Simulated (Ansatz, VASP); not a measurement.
**One calculation of SrTa2O2, two programs**

```
Sr Ta O
1.0
    -3.04766    3.04766    2.82370
     3.04766   -3.04766    2.82370
     3.04766    3.04766   -2.82370
Sr Ta O
1 2 2
Cartesian
  0.0000 0.0000 0.0000
  0.0000 3.0477 0.0000
  3.0477 0.0000 0.0000
  0.0000 0.0000 3.4997
  0.0000 0.0000 2.1477
```

Alike in both runs: functional PBE; k mesh 4 × 4 × 4; occupations gaussian, width 0.1 eV; no spin polarisation.

Ansatz relaxed the structure, and its values are those at the end. VASP's run is a single point on that final structure, the one shown.

```csv
,VASP,Ansatz
version,VASP 6.6.1,Ansatz 0.2.0
potentials or method,"VASP PAW PBE potentials, release 64 (Sr_sv, Ta_pv, O), cutoff 520 eV","scalar-relativistic, plane waves, PAW"
valence electrons in the cell,44,48
```

```csv
,VASP,Ansatz,Ansatz less VASP
gap on the k mesh at the Fermi level (eV),none,none,-
pressure (GPa),0.4,-0.1,-0.51
rms of the force components (eV/Å),0.063,0.010,-0.0535
```

A gap of «none» marks a metal or a gap that the smearing closes. VASP's potentials hold 44 valence electrons a cell and Ansatz's 48, so a difference there can come from the potentials and not from the codes.

The k mesh is coarse, so the values compare programs but aren't converged. Neither program's run includes spin-orbit coupling.
